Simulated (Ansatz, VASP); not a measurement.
One calculation of SBr3, two programs

INCAR

```
SYSTEM = SBr3
PREC = Accurate ; ENCUT = 500
EDIFF = 1E-6 ; ISMEAR = -1
SIGMA = 0.05 ; LREAL = .False.
LASPH = .True. ; NELM = 120
ALGO = Normal ; ISIF = 2
LWAVE = .False. ; LCHARG = .False.
GGA = RE ; NBANDS = 22
GGA_COMPAT = .False.
```

Contents of KPOINTS:

```
Automatic mesh
0
Gamma
  10 10 10
  0 0 0
```

The input POSCAR:

```
SBr3
1.0
   -2.0914379400      2.0914379400      8.7476942600
    2.0914379400     -2.0914379400      8.7476942600
    2.0914379400      2.0914379400     -8.7476942600
Br S
3 1
Direct
    0.5000000000      0.5000000000      0.0000000000
    0.2500000000      0.7500000000      0.5000000000
    0.7500000000      0.2500000000      0.5000000000
    0.0000000000      0.0000000000      0.0000000000
```

The input input.yaml:

```yaml
crystal:
  lattice: { a: 4.18287588, b: 4.18287588, c: 17.49538852, alpha: 90.0, beta: 90.0, gamma: 90.0 }
  space_group: 139
  reduce_to_primitive: true
  atoms:
    - { symbol: Br, wyckoff: "2b", position: [0.5, 0.5, 0.0] }
    - { symbol: Br, wyckoff: "4d", position: [0.5, 0.0, 0.25] }
    - { symbol: S, wyckoff: "2a", position: [0.0, 0.0, 0.0] }
hamiltonian:
  xc: revpbe
  pseudopotentials: { kind: paw, core: large }
kpoints:
  mp_grid: { grid: [10, 10, 10] }
scf:
  occupations: { method: fermi_dirac, width: 0.05 }
output:
  forces: true
  stress: true
  eigenvalues: true
  write_density: true
  write_potential: true
  elf: true
  volumetric_format: npy
```

Change from the starting cell: volume scaled by 1.25.

Alike in both runs: functional revPBE; k mesh 10 × 10 × 10; occupations fermi-dirac, width 0.05 eV; no spin polarisation.

|  | VASP | Ansatz |
| --- | --- | --- |
| version | VASP 6.6.1 | Ansatz 0.2.0 |
| potentials or method | VASP PAW PBE potentials, release 64 (Br, S) | Ansatz PAW |
| plane-wave cutoff (eV) | 500 | 420 |
| valence electrons in the cell | 27 | 27 |
| task | single point | electrostatic potential |

```tsv
	VASP	Ansatz	Ansatz less VASP
gap on the k mesh at the Fermi level (eV)	none	none	-
pressure (GPa)	-3.3	-3.3	+0.02
traceless stress, the component that is largest in VASP (GPa)	3.83	3.83	+0.002
```

VASP's potentials were made for PBE, not for revPBE. A gap of «none» marks a metal or a gap that the smearing closes. The functional is the same, so the differences come from potentials, cutoffs and numerics.
